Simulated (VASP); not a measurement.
# Al5H (F-43m) in VASP: further runs

The runs below take Al5H through single point, relaxation of cell and atoms, with PBE.

All numbers are computed with VASP 6.6.1; they aren't measurements. Logs are shortened: lines on timing, memory, paths and dates and some standing lists are left out, and cuts for length are marked.

**1. The cell of the first run**

Symmetry: F-43m, No. 216, cubic system. Conventional cell: a = 7.215 Å, b = 7.215 Å, c = 7.215 Å, α = 90.00°, β = 90.00°, γ = 90.00°. Within 3.9 Å of Al (site symmetry -43m) lie 12 Al at 2.99 Å and 4 H at 3.12 Å. Al (site symmetry 3m) has 9 Al at 2.52 to 2.99 Å and 3 H at 2.99 Å within 3.3 Å. Within 3.9 Å of H (site symmetry -43m) lie 16 Al at 2.99 to 3.12 Å.

The cell was built from a structure type or drawn by symmetry, and may not be a known phase.

**2. Single point, PBE**

Input file INCAR:

```
  PREC = Accurate
  ENCUT = 520
  EDIFF = 1E-6
  ISMEAR = 0
  SIGMA = 0.1
  LREAL = F
  LASPH = T
  NELM = 100
  ALGO = Normal
  ISIF = 2
  LWAVE = F
  LCHARG = F
  GGA = PE
  NBANDS = 17
```

Input file KPOINTS:

```
regular mesh
0
Gamma
  4 4 4
```

Input file POSCAR:

```
Al5H
1.0
    0.0000000000      3.6074605200      3.6074605200
    3.6074605200      0.0000000000      3.6074605200
    3.6074605200      3.6074605200      0.0000000000
Al H
5 1
Direct
    0.2500000000      0.2500000000      0.2500000000
    0.1295901500      0.6234699500      0.6234699500
    0.6234699500      0.6234699500      0.6234699500
    0.6234699500      0.6234699500      0.1295901500
    0.6234699500      0.1295901500      0.6234699500
    0.0000000000      0.0000000000      0.0000000000
```

Potentials or basis: VASP PAW PBE potentials, release 64 (Al, H).

Run with:

```
> cat potpaw_PBE.64/Al/POTCAR potpaw_PBE.64/H/POTCAR > POTCAR
> mpirun -np 1 vasp_std > vasp.out
```

OUTCAR:

```text
PREC = Accurate
   ENCUT = 520
   EDIFF = 1E-6
   ISMEAR = 0
   LREAL = F
   LASPH = T
   NELM = 100
   ISIF = 2
   GGA = PE

 ion  position               nearest neighbor table
   1  0.250  0.250  0.250-   4 2.99   3 2.99   2 2.99   5 2.99   2 2.99   5 2.99   5 2.99   3 2.99
                             4 2.99   3 2.99   4 2.99   2 2.99
   2  0.130  0.623  0.623-   3 2.52   4 2.52   5 2.52   5 2.58   4 2.58   3 2.58   1 2.99   1 2.99
                             1 2.99
   3  0.623  0.623  0.623-   2 2.52   4 2.52   5 2.52   2 2.58   5 2.58   4 2.58   1 2.99   1 2.99
                             1 2.99
   4  0.623  0.623  0.130-   2 2.52   3 2.52   5 2.52   5 2.58   2 2.58   3 2.58   1 2.99   1 2.99
                             1 2.99
   5  0.623  0.130  0.623-   2 2.52   3 2.52   4 2.52   2 2.58   4 2.58   3 2.58   1 2.99   1 2.99
                             1 2.99
   6  0.000  0.000  0.000-

  LATTYP: Found a face centered cubic cell.
 ALAT       =     7.2149210400

  Lattice vectors:

 A1 = (   0.0000000000,   3.6074605200,   3.6074605200)
 A2 = (   3.6074605200,   0.0000000000,   3.6074605200)
 A3 = (   3.6074605200,   3.6074605200,   0.0000000000)

Analysis of symmetry for initial positions (statically):
=====================================================================
 Subroutine PRICEL returns:
 Original cell was already a primitive cell.

 Routine SETGRP: Setting up the symmetry group for a
 face centered cubic supercell.

 Subroutine GETGRP returns: Found 24 space group operations
 (whereof 24 operations were pure point group operations)
 out of a pool of 48 trial point group operations.

The static configuration has the point symmetry T_d .

Analysis of symmetry for dynamics (positions and initial velocities):
=====================================================================
 Subroutine PRICEL returns:
 Original cell was already a primitive cell.

 Routine SETGRP: Setting up the symmetry group for a
 face centered cubic supercell.

 Subroutine GETGRP returns: Found 24 space group operations
 (whereof 24 operations were pure point group operations)
 out of a pool of 48 trial point group operations.

The dynamic configuration has the point symmetry T_d .

 Subroutine INISYM returns: Found 24 space group operations
 (whereof 24 operations are pure point group operations),
 and found     1 'primitive' translations

----------------------------------------------------------------------------------------

                                     Primitive cell

  volume of cell :      93.8933

  direct lattice vectors                    reciprocal lattice vectors
     0.000000000  3.607460520  3.607460520    -0.138601655  0.138601655  0.138601655
     3.607460520  0.000000000  3.607460520     0.138601655 -0.138601655  0.138601655
     3.607460520  3.607460520  0.000000000     0.138601655  0.138601655 -0.138601655

  length of vectors
     5.101719593  5.101719593  5.101719593     0.240065109  0.240065109  0.240065109

  position of ions in fractional coordinates (direct lattice)
     0.250000000  0.250000000  0.250000000
     0.129590150  0.623469950  0.623469950
     0.623469950  0.623469950  0.623469950
     0.623469950  0.623469950  0.129590150
     0.623469950  0.129590150  0.623469950
     0.000000000  0.000000000  0.000000000

  ion indices of the primitive-cell ions
   primitive index   ion index
                 1           1
                 2           2
                 3           3
                 4           4
                 5           5
                 6           6

----------------------------------------------------------------------------------------

 KPOINTS: regular mesh

Automatic generation of k-mesh.
 Grid dimensions read from file:
 generate k-points for:    4    4    4

 Generating k-lattice:

  Cartesian coordinates                     Fractional coordinates (reciprocal lattice)
    -0.034650414  0.034650414  0.034650414     0.250000000  0.000000000  0.000000000
     0.034650414 -0.034650414  0.034650414     0.000000000  0.250000000  0.000000000
     0.034650414  0.034650414 -0.034650414     0.000000000  0.000000000  0.250000000

  Length of vectors
     0.060016277  0.060016277  0.060016277

  Shift w.r.t. Gamma in fractional coordinates (k-lattice)
     0.000000000  0.000000000  0.000000000

 Subroutine IBZKPT returns following result:
 ===========================================

 Found      8 irreducible k-points:

 Following reciprocal coordinates:
            Coordinates               Weight
  0.000000  0.000000  0.000000      1.000000
  0.250000  0.000000  0.000000      8.000000
  0.500000  0.000000  0.000000      4.000000
  0.250000  0.250000  0.000000      6.000000
  0.500000  0.250000  0.000000     24.000000
 -0.250000  0.250000  0.000000     12.000000
  0.500000  0.500000  0.000000      3.000000
 -0.250000  0.500000  0.250000      6.000000
   k-points           NKPTS =      8   k-points in BZ     NKDIM =      8   number of bands    NBANDS=     17
   number of dos      NEDOS =    301   number of ions     NIONS =      6
   total plane-waves  NPLWV =  64000
   dimension x,y,z NGX =    40 NGY =   40 NGZ =   40
   dimension x,y,z NGXF=    80 NGYF=   80 NGZF=   80
   ions per type =               5   1
   NGX,Y,Z   is equivalent  to a cutoff of  13.03, 13.03, 13.03 a.u.
   NGXF,Y,Z  is equivalent  to a cutoff of  26.07, 26.07, 26.07 a.u.
 SYSTEM =  unknown system
   PREC   = accura    normal or accurate (medium, high low for compatibility)
   ISTART =      0    job   : 0-new  1-cont  2-samecut
   ICHARG =      2    charge: 1-file 2-atom 10-const
   ISPIN  =      1    spin polarized calculation?
   LNONCOLLINEAR =      F non collinear calculations
   LSORBIT =      F    spin-orbit coupling
   LASPH  =      T    aspherical Exc in radial PAW
   ENCUT  =  520.0 eV  38.22 Ry    6.18 a.u.   9.49  9.49  9.49*2*pi/ulx,y,z
   NELM   =    100;   NELMIN=  2; NELMDL= -5     # of ELM steps
   EDIFF  = 0.1E-05   stopping-criterion for ELM
   LREAL  =      F    real-space projection
   EDIFFG = 0.1E-04   stopping-criterion for IOM
   NSW    =      0    number of steps for IOM
   IBRION =     -1    ionic relax: 0-MD 1-quasi-New 2-CG
   NFREE  =      0    steps in history (QN), initial steepest desc. (CG)
   ISIF   =      2    stress and relaxation
   ISYM   =      2    0-nonsym 1-usesym 2-fastsym
   POTIM  = 0.5000    time-step for ionic-motion
   TEBEG  =    0.0;   TEEND  =   0.0 temperature during run
   PSTRESS=    0.0 pullay stress
   NELECT =      16.0000    total number of electrons
   NUPDOWN=      -1.0000    fix difference up-down
   EMIN   =  10.00;   EMAX   =-10.00  energy-range for DOS
   EFERMI =   0.00;   METHOD = LEGACY
   ISMEAR =     0;   SIGMA  =   0.10  broadening in eV -4-tet -1-fermi 0-gaus
   EFERMI_NEDOS =   21; number of points for ismear=-14 and -15
   IALGO  =     38    algorithm
   IMIX   =      4    mixing-type and parameters
     AMIX     =   0.40;   BMIX     =  1.00
     AMIX_MAG =   1.60;   BMIX_MAG =  1.00
  volume/ion in A,a.u.               =      15.65       105.60
  Fermi-wavevector in a.u.,A,eV,Ry     =   0.907618  1.715150 11.208084  0.823771
  Thomas-Fermi vector in A             =   2.031447
   LORBIT       =      0    0 simple, 1 ext, 2 COOP (PROOUT), +10 PAW based schemes
   GGA     = PE    functional components
   LHFCALC =     F    Hartree Fock is set to
   AEXX    =    0.0000 exact exchange contribution
   IVDW    =     0    specifies the selected vdW correction
   LEPSILON=     F    determine dielectric tensor
   LRPA    =     F    only Hartree local field effects (RPA)
 non-spin polarized calculation
 Gauss-broadening in eV      SIGMA  =   0.10
  energy-cutoff  :      520.00
  volume of cell :       93.89
 maximum number of plane-waves:      2565
 NGX is ok and might be reduce to    40
   NGX = 19   NGY = 19   NGZ = 19

 number of electron      16.0000000 magnetization

 Free energy of the ion-electron system (eV)
  ---------------------------------------------------
  ext. energy  EPLUGINS =         0.00000000
  ---------------------------------------------------
  free energy    TOTEN  =       -18.84137848 eV

  energy without entropy =      -18.83342139  energy(sigma->0) =      -18.83739994

 E-fermi :   6.5902     XC(G=0):  -9.7706

 val. band max:        6.2609326669   @ k =   0.5000   0.2500   0.0000
 cond. band min:       6.6716830744   @ k =  -0.2500   0.2500   0.0000
 fundamental gap:      0.4107504075
 Fermi energy:         6.5901648069

 k-point     1 :       0.0000    0.0000    0.0000
  band No.  band energies     occupation
      1      -4.2716      2.00000
      2       1.9415      2.00000
      3       3.8523      2.00000
      4       3.8795      2.00000
      5       3.8795      2.00000
      6       3.8795      2.00000
[... 9 lines left out ...]
     16      15.3477      0.00000
     17      16.2089      0.00000

 k-point     2 :       0.2500    0.0000    0.0000
  band No.  band energies     occupation
      1      -3.7849      2.00000
      2       0.3478      2.00000
      3       2.0593      2.00000
      4       3.3890      2.00000
      5       3.3890      2.00000
      6       4.7125      2.00000
[... 9 lines left out ...]
     16      13.1068      0.00000
     17      13.1115      0.00000

 k-point     3 :       0.5000    0.0000    0.0000
  band No.  band energies     occupation
      1      -2.7747      2.00000
      2      -1.5423      2.00000
      3       1.7597      2.00000
      4       3.2171      2.00000
      5       3.2171      2.00000
      6       4.2287      2.00000
[... 72 lines left out ...]
 k-point     7 :       0.5000    0.5000    0.0000
  band No.  band energies     occupation
      1      -1.9469      2.00000
      2      -1.5486      2.00000
      3       1.0672      2.00000
      4       1.7583      2.00000
      5       1.7583      2.00000
      6       2.0536      2.00000
[... 9 lines left out ...]
     16      11.8385      0.00000
     17      11.8712      0.00000

 k-point     8 :      -0.2500    0.5000    0.2500
  band No.  band energies     occupation
      1      -1.8538      2.00000
      2      -1.2401      2.00000
      3      -0.2355      2.00000
      4       0.6150      2.00000
      5       4.1755      2.00000
      6       4.8438      2.00000
[... 9 lines left out ...]
     16      12.0422      0.00000
     17      13.5785      0.00000

------------------------ aborting loop because EDIFF is reached ----------------------------------------

  FORCE on cell =-STRESS in cart. coord.  units (eV):
  Direction    XX          YY          ZZ          XY          YZ          ZX
  --------------------------------------------------------------------------------------
  -------------------------------------------------------------------------------------
  Total        4.3986900      4.3986900      4.3986900      0.0000000     -0.0000000      0.0000000
  in kB       75.0583794     75.0583794     75.0583794      0.0000000     -0.0000000      0.0000000
  external PRESSURE =      75.0583794 kB  Pullay stress =       0.0000000 kB

 VOLUME and BASIS-vectors are now :
 -----------------------------------------------------------------------------
  energy-cutoff  :      520.00
  volume of cell :       93.89
      direct lattice vectors                 reciprocal lattice vectors
     0.000000000  3.607460520  3.607460520    -0.138601655  0.138601655  0.138601655
     3.607460520  0.000000000  3.607460520     0.138601655 -0.138601655  0.138601655
     3.607460520  3.607460520  0.000000000     0.138601655  0.138601655 -0.138601655

 POSITION                                       TOTAL-FORCE (eV/Angst)
 -----------------------------------------------------------------------------------
      1.80373      1.80373      1.80373        -0.000000      0.000000     -0.000000
      4.49829      2.71663      2.71663         0.513184     -0.513184     -0.513184
      4.49829      4.49829      4.49829         0.513184      0.513184      0.513184
      2.71663      2.71663      4.49829        -0.513184     -0.513184      0.513184
      2.71663      4.49829      2.71663        -0.513184      0.513184     -0.513184
      0.00000      0.00000      0.00000        -0.000000      0.000000     -0.000000
 -----------------------------------------------------------------------------------
    total drift:                               -0.000000     -0.000000     -0.000000

  FREE ENERGIE OF THE ION-ELECTRON SYSTEM (eV)
  ---------------------------------------------------
  free  energy   TOTEN  =       -18.8413784824 eV

  energy  without entropy=      -18.8334213904  energy(sigma->0) =      -18.83739994
```

Wall time 22 s (1 thread of Intel Xeon 8259CL, shared host); peak memory 0.23 GiB.

Results:

- Free energy: -18.8414 eV
- Pressure: 7.5 GPa
- Largest force: 0.889 eV/Å
- Band gap on the k mesh: zero (bands 8 and 9 overlap by 3.79 eV)

Forces on the atoms (eV/Å):
```
Al   0.000  0.000  0.000
Al   0.513 -0.513 -0.513
Al   0.513  0.513  0.513
Al  -0.513 -0.513  0.513
Al  -0.513  0.513 -0.513
H    0.000  0.000  0.000
```

Levels at points of the mesh, in eV from the Fermi level:
```csv
k point,band 5,band 6,band 7,band 8,band 9,band 10,band 11,band 12
"(0.00, 0.00, 0.00)",-2.71,-2.71,-1.80,-1.80,-1.80,-0.47,0.34,0.34
"(0.50, 0.00, 0.00)",-3.37,-2.36,-2.21,-2.21,0.98,2.01,2.12,2.12
"(0.50, 0.50, 0.00)",-4.83,-4.54,0.93,1.99,2.18,2.18,2.54,3.27
```

Caveat: the k points lie up to 0.38 Å⁻¹ apart, too coarse for converged energies and pressures of a metal.

**3. Single point, PBE**

This run uses another cell than the first one, of 17.22 Å³/atom.

Input file INCAR:

```
SYSTEM = Al5H
PREC = Accurate ; ENCUT = 520
EDIFF = 1E-6 ; ISMEAR = 0
SIGMA = 0.1 ; LREAL = .FALSE.
LASPH = .TRUE. ; NELM = 60
ALGO = Normal ; ISIF = 2
LWAVE = .FALSE. ; LCHARG = .FALSE.
GGA = PE ; NBANDS = 17
```

Input file KPOINTS:

```
regular mesh
0
G
  4 4 4
  0 0 0
```

Input file POSCAR:

```
Al5H
1.0
    0.0000000000      3.7245794830      3.7245794830
    3.7245794830      0.0000000000      3.7245794830
    3.7245794830      3.7245794830      0.0000000000
Al H
5 1
Direct
    0.2500000000      0.2500000000      0.2500000000
    0.1230995300      0.6256334900      0.6256334900
    0.6256334900      0.6256334900      0.6256334900
    0.6256334900      0.6256334900      0.1230995300
    0.6256334900      0.1230995300      0.6256334900
    0.0000000000      0.0000000000      0.0000000000
```

Potentials or basis: VASP PAW PBE potentials, release 64 (Al, H).

Run with:

```
> cat potpaw_PBE.64/Al/POTCAR potpaw_PBE.64/H/POTCAR > POTCAR
> mpirun -np 1 vasp_std > vasp.out
```

OUTCAR:

```text
SYSTEM = Al5H
   PREC = Accurate
   ENCUT = 520
   EDIFF = 1E-6
   ISMEAR = 0
   LREAL = .FALSE.
   LASPH = .TRUE.
   NELM = 60
   ISIF = 2
   GGA = PE

 ion  position               nearest neighbor table
   1  0.250  0.250  0.250-   2 3.09   4 3.09   5 3.09   3 3.09   3 3.09   3 3.09   2 3.09   2 3.09
                             4 3.09   5 3.09   4 3.09   5 3.09
   2  0.123  0.626  0.626-   3 2.62   4 2.62   5 2.62   3 2.65   4 2.65   5 2.65   1 3.09   1 3.09
                             1 3.09
   3  0.626  0.626  0.626-   2 2.62   4 2.62   5 2.62   4 2.65   5 2.65   2 2.65   1 3.09   1 3.09
                             1 3.09
[... 353 lines left out ...]
  Total        0.1989501      0.1989501      0.1989501      0.0000000      0.0000000      0.0000000
  in kB        3.0845585      3.0845585      3.0845585      0.0000000      0.0000000      0.0000000
  external PRESSURE =       3.0845585 kB  Pullay stress =       0.0000000 kB

 VOLUME and BASIS-vectors are now :
 -----------------------------------------------------------------------------
  energy-cutoff  :      520.00
  volume of cell :      103.34
      direct lattice vectors                 reciprocal lattice vectors
     0.000000000  3.724579483  3.724579483    -0.134243343  0.134243343  0.134243343
     3.724579483  0.000000000  3.724579483     0.134243343 -0.134243343  0.134243343
     3.724579483  3.724579483  0.000000000     0.134243343  0.134243343 -0.134243343

 POSITION                                       TOTAL-FORCE (eV/Angst)
 -----------------------------------------------------------------------------------
      1.86229      1.86229      1.86229        -0.000000     -0.000000     -0.000000
      4.66044      2.78872      2.78872         0.028458     -0.028458     -0.028458
      4.66044      4.66044      4.66044         0.028458      0.028458      0.028458
      2.78872      2.78872      4.66044        -0.028458     -0.028458      0.028458
      2.78872      4.66044      2.78872        -0.028458      0.028458     -0.028458
      0.00000      0.00000      0.00000        -0.000000     -0.000000     -0.000000
 -----------------------------------------------------------------------------------
    total drift:                                0.000000      0.000000      0.000000

  FREE ENERGIE OF THE ION-ELECTRON SYSTEM (eV)
  ---------------------------------------------------
  free  energy   TOTEN  =       -19.1017722561 eV

  energy  without entropy=      -19.0937391038  energy(sigma->0) =      -19.09775568
```

OSZICAR:

```text
N       E                     dE             d eps       ncg     rms          rms(c)
DAV:   1     0.102364369280E+02    0.10236E+02   -0.51455E+03   272   0.730E+02
DAV:   2    -0.182909752266E+02   -0.28527E+02   -0.26393E+02   353   0.889E+01
DAV:   3    -0.194394620769E+02   -0.11485E+01   -0.11199E+01   355   0.162E+01
DAV:   4    -0.194543322574E+02   -0.14870E-01   -0.14865E-01   357   0.225E+00
DAV:   5    -0.194546531399E+02   -0.32088E-03   -0.32088E-03   355   0.346E-01    0.335E+00
DAV:   6    -0.191718097348E+02    0.28284E+00   -0.22661E-01   282   0.228E+00    0.188E+00
DAV:   7    -0.191066749446E+02    0.65135E-01   -0.14217E-01   332   0.174E+00    0.544E-01
DAV:   8    -0.191019600327E+02    0.47149E-02   -0.18074E-02   313   0.683E-01    0.223E-01
DAV:   9    -0.191017904713E+02    0.16956E-03   -0.58098E-04   324   0.143E-01    0.129E-01
DAV:  10    -0.191017713865E+02    0.19085E-04   -0.11485E-04   332   0.540E-02    0.287E-02
DAV:  11    -0.191017728036E+02   -0.14171E-05   -0.87141E-06   340   0.176E-02    0.415E-03
DAV:  12    -0.191017722561E+02    0.54749E-06   -0.21066E-06   282   0.827E-03
   1 F= -.19101772E+02 E0= -.19097756E+02  d E =-.803315E-02
```

stdout:

```text
POSCAR found type information on POSCAR AlH
 POSCAR found :  2 types and       6 ions
 scaLAPACK will be used
 LDA part: xc-table for (Slater+PW92), standard interpolation
 POSCAR, INCAR and KPOINTS ok, starting setup
 FFT: planning ... GRIDC
 FFT: planning ... GRID_SOFT
 FFT: planning ... GRID
 WAVECAR not read
 entering main loop
```

Wall time 26 s (1 thread of Intel Xeon 8259CL, shared host); peak memory 0.23 GiB.

Results:

```yaml
Free_energy: -19.1018 eV
Pressure: 0.3 GPa
Largest_force: 0.049 eV/Å
Band_gap_on_the_k_mesh: zero (bands 8 and 9 overlap by 3.57 eV)
```

Forces on the atoms (eV/Å):
```
Al   0.000  0.000  0.000
Al   0.028 -0.028 -0.028
Al   0.028  0.028  0.028
Al  -0.028 -0.028  0.028
Al  -0.028  0.028 -0.028
H    0.000  0.000  0.000
```

Caveat: the k points lie up to 0.37 Å⁻¹ apart, too coarse for converged energies and pressures of a metal.

[end of part 1 of 3]
